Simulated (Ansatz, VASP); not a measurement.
## Ge in VASP and in Ansatz

```xyz
2
Lattice="2.9872 0.0000 0.0000 -1.4936 2.5870 0.0000 0.0000 0.0000 4.7483" Properties=species:S:1:pos:R:3 pbc="T T T"
Ge    0.0000    1.7247    1.1871
Ge    1.4936    0.8623    3.5612
```

Alike in both runs: functional PBEsol; k mesh 18 × 18 × 10; occupations gaussian, width 0.1 eV; no spin polarisation.

Ansatz relaxed the structure, and its values are those at the end. VASP's run is a single point on that final structure, the one shown.

|  | VASP | Ansatz |
| --- | --- | --- |
| version | VASP 6.6.1 | Ansatz 0.2.0 |
| potentials or method | VASP PAW PBE potentials, release 64 (Ge_d), cutoff 520 eV | scalar-relativistic, plane waves, PAW |
| valence electrons in the cell | 28 | 28 |

|  | VASP | Ansatz | Ansatz less VASP |
| --- | --- | --- | --- |
| gap on the k mesh at the Fermi level (eV) | none | none | - |
| pressure (GPa) | 0.0 | 0.0 | -0.01 |

VASP's potentials were made for PBE, not for PBEsol. A gap of «none» marks a metal or a gap that the smearing closes.
